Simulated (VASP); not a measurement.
# HfO2: dielectric tensor with r2SCAN

Crystal: HfO2.

```
CELL_PARAMETERS angstrom
0.00000 2.52918 2.52918
2.52918 0.00000 2.52918
2.52918 2.52918 0.00000
ATOMIC_POSITIONS crystal
Hf 0.00000 0.00000 0.00000
O 0.75000 0.75000 0.75000
O 0.25000 0.25000 0.25000
```

```
Program                : VASP 6.6.1
Task                   : dielectric tensor
Functional             : r2SCAN
Potentials or basis    : VASP PAW PBE potentials, release 64 (Hf_pv, O)
Cutoff                 : 520 eV
k mesh                 : 8 × 8 × 8
Occupations            : gaussian, width 0.01 eV
Spin                   : no spin polarisation
Dipole correction      : no
Further INCAR settings : ALGO = Normal; EDIFF = 1e-08
```

```json
{
  "Band gap on the k mesh": "4.31 eV",
  "Electronic dielectric tensor (diagonal)": "4.87",
  "Born charges (mean of the diagonal)": "Hf +5.47; O -2.74 e"
}
```

Levels at points of the mesh, in eV from the valence-band top:
```csv
k point,band 9,band 10,band 11,band 12,band 13,band 14
"(0.00, 0.00, 0.00)",-0.64,-0.64,-0.64,4.42,4.42,6.52
"(0.50, 0.00, 0.00)",-2.82,-1.90,-1.90,5.12,5.12,7.56
"(0.50, 0.50, 0.00)",-1.57,-1.57,0.00,4.31,6.05,7.24
```

Electronic dielectric tensor:
```
4.87 0.00 0.00
0.00 4.87 0.00
0.00 0.00 4.87
```

Born effective charge tensors (e):
atom 1, Hf
```
5.47 0.00 0.00
0.00 5.47 0.00
0.00 0.00 5.47
```
atom 2, O
```
-2.74  0.00  0.00
 0.00 -2.74  0.00
 0.00  0.00 -2.74
```
atom 3, O
```
-2.74  0.00  0.00
 0.00 -2.74  0.00
 0.00  0.00 -2.74
```

Dipole moments of the cell (e·Å, modulo the quantum): ionic 0.000, 0.000, 0.000; electronic 0.000, 0.000, 0.007

Wall time 32 min on 1 thread of Intel(R) Xeon(R) 6975P-C (Granite Rapids), with other jobs on the host, peak memory 0.43 GiB.

Caveat: spin-orbit coupling is left out, which moves the levels of the heavy elements. A k mesh can miss the band edges.
